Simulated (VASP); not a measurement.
# MgO (I4mm) in VASP: notebook

Runs on MgO. Level: PBE. Tasks: single point.

Program: VASP 6.6.1. These are calculated values, not measurements. Logs are shortened: lines on timing, memory, paths and dates and some standing lists are left out, and cuts for length are marked.

## (1) The cell of the first run

The structure is tetragonal, space group I4mm (No. 107). The conventional cell has a = 3.020 Å, b = 3.020 Å, c = 4.270 Å, α = 90.00°, β = 90.00°, γ = 90.00°. Mg (site symmetry 4mm) has 6 O at 2.05 to 2.22 Å within 2.7 Å. O (site symmetry 4mm) has 6 Mg at 2.05 to 2.22 Å within 2.7 Å.

## (2) Single point, PBE (all O atoms moved +0.087 Å, as atom 2 along Cartesian [0 0 1])

Contents of INCAR:

```
SYSTEM = MgO
  ALGO = Normal
  EDIFF = 1E-7
  ENCUT = 520
  GGA = PE
  ISIF = 2
  ISMEAR = 0
  LASPH = .TRUE.
  LCHARG = .TRUE.
  LELF = .TRUE.
  LREAL = .FALSE.
  LVHAR = .TRUE.
  LWAVE = .FALSE.
  NBANDS = 11
  NELM = 60
  PREC = Accurate
  SIGMA = 0.05
```

Contents of KPOINTS:

```
k-points
0
G
  10 10 10
  0 0 0
```

Contents of POSCAR:

```
MgO
1.0
    0.0000000000      2.1351500000      2.1351500000
    2.1351500000      0.0000000000      2.1351500000
    2.1351500000      2.1351500000      0.0000000000
Mg O
1 1
Direct
    0.0000000000      0.0000000000      0.0000000000
    0.5204903637      0.5204903637      0.4795096363
```

Potentials or basis: VASP PAW PBE potentials, release 64 (Mg, O).

Launch:

```console
cat potpaw_PBE.64/Mg/POTCAR potpaw_PBE.64/O/POTCAR > POTCAR
mpirun -np 1 vasp_std > vasp.out
```

OUTCAR:

```text
SYSTEM = MgO
   EDIFF = 1E-7
   ENCUT = 520
   GGA = PE
   ISIF = 2
   ISMEAR = 0
   LASPH = .TRUE.
   LREAL = .FALSE.
   NELM = 60
   PREC = Accurate

 ion  position               nearest neighbor table
   1  0.000  0.000  0.000-   2 2.05   2 2.14   2 2.14   2 2.14   2 2.14   2 2.22
   2  0.520  0.520  0.480-   1 2.05   1 2.14   1 2.14   1 2.14   1 2.14   1 2.22

  LATTYP: Found a face centered cubic cell.
 ALAT       =     4.2703000000

  Lattice vectors:

 A1 = (   0.0000000000,   2.1351500000,   2.1351500000)
 A2 = (   2.1351500000,   0.0000000000,   2.1351500000)
 A3 = (   2.1351500000,   2.1351500000,   0.0000000000)

Analysis of symmetry for initial positions (statically):
=====================================================================
 Subroutine PRICEL returns:
 Original cell was already a primitive cell.

 Routine SETGRP: Setting up the symmetry group for a
 face centered cubic supercell.

 Subroutine GETGRP returns: Found  8 space group operations
 (whereof  8 operations were pure point group operations)
 out of a pool of 48 trial point group operations.

The static configuration has the point symmetry C_4v.

Analysis of symmetry for dynamics (positions and initial velocities):
=====================================================================
 Subroutine PRICEL returns:
 Original cell was already a primitive cell.

 Routine SETGRP: Setting up the symmetry group for a
 face centered cubic supercell.

 Subroutine GETGRP returns: Found  8 space group operations
 (whereof  8 operations were pure point group operations)
 out of a pool of 48 trial point group operations.

The dynamic configuration has the point symmetry C_4v.

 Subroutine INISYM returns: Found  8 space group operations
 (whereof  8 operations are pure point group operations),
 and found     1 'primitive' translations

----------------------------------------------------------------------------------------

                                     Primitive cell

  volume of cell :      19.4677

  direct lattice vectors                    reciprocal lattice vectors
     0.000000000  2.135150000  2.135150000    -0.234175585  0.234175585  0.234175585
     2.135150000  0.000000000  2.135150000     0.234175585 -0.234175585  0.234175585
     2.135150000  2.135150000  0.000000000     0.234175585  0.234175585 -0.234175585

  length of vectors
     3.019558088  3.019558088  3.019558088     0.405604011  0.405604011  0.405604011

  position of ions in fractional coordinates (direct lattice)
     0.000000000  0.000000000  0.000000000
[... 81 lines left out ...]
   NSW    =      0    number of steps for IOM
   IBRION =     -1    ionic relax: 0-MD 1-quasi-New 2-CG
   NFREE  =      0    steps in history (QN), initial steepest desc. (CG)
   ISIF   =      2    stress and relaxation
   ISYM   =      2    0-nonsym 1-usesym 2-fastsym
   POTIM  = 0.5000    time-step for ionic-motion
   TEBEG  =    0.0;   TEEND  =   0.0 temperature during run
   PSTRESS=    0.0 pullay stress
   NELECT =       8.0000    total number of electrons
   NUPDOWN=      -1.0000    fix difference up-down
   EMIN   =  10.00;   EMAX   =-10.00  energy-range for DOS
   EFERMI =   0.00;   METHOD = LEGACY
   ISMEAR =     0;   SIGMA  =   0.05  broadening in eV -4-tet -1-fermi 0-gaus
   EFERMI_NEDOS =   21; number of points for ismear=-14 and -15
   IALGO  =     38    algorithm
   IMIX   =      4    mixing-type and parameters
     AMIX     =   0.40;   BMIX     =  1.00
     AMIX_MAG =   1.60;   BMIX_MAG =  1.00
  volume/ion in A,a.u.               =       9.73        65.69
  Fermi-wavevector in a.u.,A,eV,Ry     =   1.217119  2.300022 20.155386  1.481379
  Thomas-Fermi vector in A             =   2.352450
   LORBIT       =      0    0 simple, 1 ext, 2 COOP (PROOUT), +10 PAW based schemes
   GGA     = PE    functional components
   LHFCALC =     F    Hartree Fock is set to
   AEXX    =    0.0000 exact exchange contribution
   IVDW    =     0    specifies the selected vdW correction
   LEPSILON=     F    determine dielectric tensor
   LRPA    =     F    only Hartree local field effects (RPA)
 non-spin polarized calculation
 Gauss-broadening in eV      SIGMA  =   0.05
  energy-cutoff  :      520.00
  volume of cell :       19.47
 maximum number of plane-waves:       544
   NGX = 11   NGY = 11   NGZ = 11

 number of electron       8.0000002 magnetization

 Free energy of the ion-electron system (eV)
  ---------------------------------------------------
  ext. energy  EPLUGINS =         0.00000000
  ---------------------------------------------------
  free energy    TOTEN  =       -11.89198200 eV

  energy without entropy =      -11.89198200  energy(sigma->0) =      -11.89198200

 E-fermi :   3.1878     XC(G=0): -10.8823

 val. band max:        2.8782379790   @ k =   0.0000   0.0000   0.0000
 cond. band min:       7.2127427966   @ k =   0.0000   0.0000   0.0000
 fundamental gap:      4.3345048175
 Fermi energy:         3.1878473890

 k-point     1 :       0.0000    0.0000    0.0000
  band No.  band energies     occupation
      1     -14.1768      2.00000
      2       2.8675      2.00000
      3       2.8782      2.00000
      4       2.8782      2.00000
      5       7.2127      0.00000
      6      18.4628      0.00000
      7      18.4778      0.00000
      8      18.4778      0.00000
      9      22.2433      0.00000
     10      23.9919      0.00000
     11      24.0075      0.00000
[... 309 lines left out ...]
 k-point    24 :       0.0000   -0.1000    0.1000
  band No.  band energies     occupation
      1     -13.9242      2.00000
      2       1.5311      2.00000
      3       2.5628      2.00000
      4       2.7690      2.00000
      5       8.6404      0.00000
      6      16.1590      0.00000
      7      18.7667      0.00000
      8      19.1258      0.00000
      9      21.8731      0.00000
     10      23.3058      0.00000
     11      25.2041      0.00000

 [... further k-points ...]
[... 5 lines left out ...]
  --------------------------------------------------------------------------------------
  -------------------------------------------------------------------------------------
  Total       -0.3124605     -0.3124605     -0.0240700      0.0000000     -0.0000000      0.0000000
  in kB      -25.7152342    -25.7152342     -1.9809436      0.0000000     -0.0000000      0.0000000
  external PRESSURE =     -17.8038040 kB  Pullay stress =       0.0000000 kB

 VOLUME and BASIS-vectors are now :
 -----------------------------------------------------------------------------
  energy-cutoff  :      520.00
  volume of cell :       19.47
      direct lattice vectors                 reciprocal lattice vectors
     0.000000000  2.135150000  2.135150000    -0.234175585  0.234175585  0.234175585
     2.135150000  0.000000000  2.135150000     0.234175585 -0.234175585  0.234175585
     2.135150000  2.135150000  0.000000000     0.234175585  0.234175585 -0.234175585

 POSITION                                       TOTAL-FORCE (eV/Angst)
 -----------------------------------------------------------------------------------
      0.00000      0.00000      0.00000         0.000000      0.000000      0.418011
      2.13515      2.13515      2.22265         0.000000      0.000000     -0.418011
 -----------------------------------------------------------------------------------
    total drift:                                0.000000      0.000000     -0.000362

  FREE ENERGIE OF THE ION-ELECTRON SYSTEM (eV)
  ---------------------------------------------------
  free  energy   TOTEN  =       -11.8919820021 eV

  energy  without entropy=      -11.8919820021  energy(sigma->0) =      -11.89198200
```

OSZICAR:

```text
N       E                     dE             d eps       ncg     rms          rms(c)
DAV:   1     0.153566782294E+02    0.15357E+02   -0.45884E+03  2564   0.645E+02
DAV:   2    -0.127917732262E+02   -0.28148E+02   -0.27533E+02  2618   0.137E+02
DAV:   3    -0.134585953252E+02   -0.66682E+00   -0.66619E+00  2709   0.183E+01
DAV:   4    -0.134601891805E+02   -0.15939E-02   -0.15938E-02  2475   0.105E+00
DAV:   5    -0.134601944287E+02   -0.52482E-05   -0.52482E-05  2649   0.585E-02    0.721E+00
DAV:   6    -0.119122079151E+02    0.15480E+01   -0.91650E+00  2340   0.164E+01    0.229E+00
DAV:   7    -0.118983119935E+02    0.13896E-01   -0.68384E-02  2493   0.221E+00    0.135E+00
DAV:   8    -0.118924890202E+02    0.58230E-02   -0.31563E-02  2370   0.197E+00    0.262E-01
DAV:   9    -0.118919966761E+02    0.49234E-03   -0.83017E-04  2589   0.202E-01    0.138E-01
DAV:  10    -0.118919790858E+02    0.17590E-04   -0.52397E-04  2478   0.170E-01    0.808E-03
DAV:  11    -0.118919812992E+02   -0.22134E-05   -0.36223E-06  2631   0.175E-02    0.437E-03
DAV:  12    -0.118919820273E+02   -0.72812E-06   -0.73163E-07  2541   0.711E-03    0.256E-03
DAV:  13    -0.118919820021E+02    0.25187E-07   -0.18352E-07  2361   0.326E-03
   1 F= -.11891982E+02 E0= -.11891982E+02  d E =-.129856E-20
```

It took 15 s on 1 thread of Intel Xeon 6975P-C (Granite Rapids), shared host; peak memory 0.15 GiB.

Results:

* Free energy: -11.8920 eV
* Pressure: -1.8 GPa
* Largest force: 0.418 eV/Å
* Band gap on the k mesh: 4.33 eV, direct

Forces in eV/Å, atoms in the order of the input:
```
Mg   0.000  0.000  0.418
O    0.000  0.000 -0.418
```

Caveat: the cell differs from its parent crystal (all O atoms moved +0.087 Å, as atom 2 along Cartesian [0 0 1]).

## (3) Single point, PBE (all O atoms moved +0.062 Å, as atom 2 along Cartesian [0 0 1])

Contents of INCAR:

```
PREC = Accurate ; ENCUT = 520
EDIFF = 1E-7 ; ISMEAR = 0
SIGMA = 0.05 ; LREAL = F
LASPH = T ; NELM = 100
ALGO = Normal ; ISIF = 2
LWAVE = F ; LCHARG = F
GGA = PE ; NBANDS = 11
```

Contents of KPOINTS:

```
regular mesh
0
Gamma
  10 10 10
```

Edit POSCAR of step 2 so:

```diff
@@ -9,2 +9,2 @@
     0.0000000000      0.0000000000      0.0000000000
-    0.5204903637      0.5204903637      0.4795096363
+    0.5146359741      0.5146359741      0.4853640259
```

Potentials or basis: VASP PAW PBE potentials, release 64 (Mg, O).

Launch:

```console
cat potpaw_PBE.64/Mg/POTCAR potpaw_PBE.64/O/POTCAR > POTCAR
mpirun -np 1 vasp_std > vasp.out
```

Wall time 14 s (1 thread of Intel Xeon 6975P-C (Granite Rapids), shared host); peak memory 0.15 GiB.

The run converged. Its results:

* Free energy: -11.9008 eV
* Pressure: -2.1 GPa
* Largest force: 0.290 eV/Å
* Band gap on the k mesh: 4.34 eV, direct

Forces in eV/Å, atoms in the order of the input:
```
Mg   0.000  0.000  0.290
O    0.000  0.000 -0.290
```

Stress tensor (GPa, compression positive):
```
-2.50  0.00  0.00
 0.00 -2.50  0.00
 0.00  0.00 -1.30
```

Levels at points of the mesh, in eV from the valence-band top:
```tsv
k point	band 2	band 3	band 4	band 5	band 6	band 7
(0.00, 0.00, 0.00)	-0.01	0.00	0.00	4.34	15.58	15.58
(0.50, 0.00, 0.00)	-4.44	-0.61	-0.61	7.64	12.13	15.89
(0.50, 0.50, 0.00)	-3.91	-1.29	-1.29	9.07	9.50	12.67
(0.00, 0.50, 0.50)	-3.91	-1.29	-1.29	9.08	9.51	12.67
```

Caveat: the cell differs from its parent crystal (all O atoms moved +0.062 Å, as atom 2 along Cartesian [0 0 1]).

## (4) Single point, PBE (all O atoms moved +0.037 Å, as atom 2 along Cartesian [0 0 1])

Contents of INCAR:

```
PREC = Accurate
ENCUT = 520
EDIFF = 1E-6
ISMEAR = 0
SIGMA = 0.05
LREAL = F
LASPH = T
NELM = 100
ALGO = Normal
ISIF = 2
LWAVE = F
LCHARG = T
GGA = PE
LELF = T
LVHAR = T
NBANDS = 11
```

KPOINTS is that of step 3.

Edit POSCAR of step 3 so:

```diff
@@ -9,2 +9,2 @@
     0.0000000000      0.0000000000      0.0000000000
-    0.5146359741      0.5146359741      0.4853640259
+    0.5087815844      0.5087815844      0.4912184156
```

Launch:

```console
cat potpaw_PBE.64/Mg/POTCAR potpaw_PBE.64/O/POTCAR > POTCAR
mpirun -np 1 vasp_std > vasp.out
```

It took 14 s on 1 thread of Intel Xeon 6975P-C (Granite Rapids), shared host; peak memory 0.15 GiB.

The run converged. Its results:

| Quantity | Value |
| --- | --- |
| Free energy | -11.9066 eV |
| Pressure | -2.3 GPa |
| Largest force | 0.171 eV/Å |
| Band gap on the k mesh | 4.34 eV, direct |

Forces in eV/Å, atoms in the order of the input:
```
Mg   0.000  0.000  0.171
O    0.000  0.000 -0.171
```

Stress tensor (GPa, compression positive):
```
-2.48  0.00  0.00
 0.00 -2.48  0.00
 0.00  0.00 -2.04
```

Levels at points of the mesh, in eV from the valence-band top:
```tsv
k point	band 1	band 2	band 3	band 4	band 5	band 6	band 7	band 8	band 9
(0.00, 0.00, 0.00)	-17.06	0.00	0.00	0.00	4.34	15.57	15.57	15.57	19.37
(0.50, 0.00, 0.00)	-15.87	-4.44	-0.61	-0.61	7.64	12.13	15.89	15.89	20.28
(0.50, 0.50, 0.00)	-15.63	-3.92	-1.29	-1.29	9.07	9.52	12.67	18.35	18.35
(0.00, 0.50, 0.50)	-15.63	-3.92	-1.29	-1.29	9.07	9.52	12.67	18.35	18.36
```

Caveat: the cell differs from its parent crystal (all O atoms moved +0.037 Å, as atom 2 along Cartesian [0 0 1]).

(Continued in part 2 of 2.)
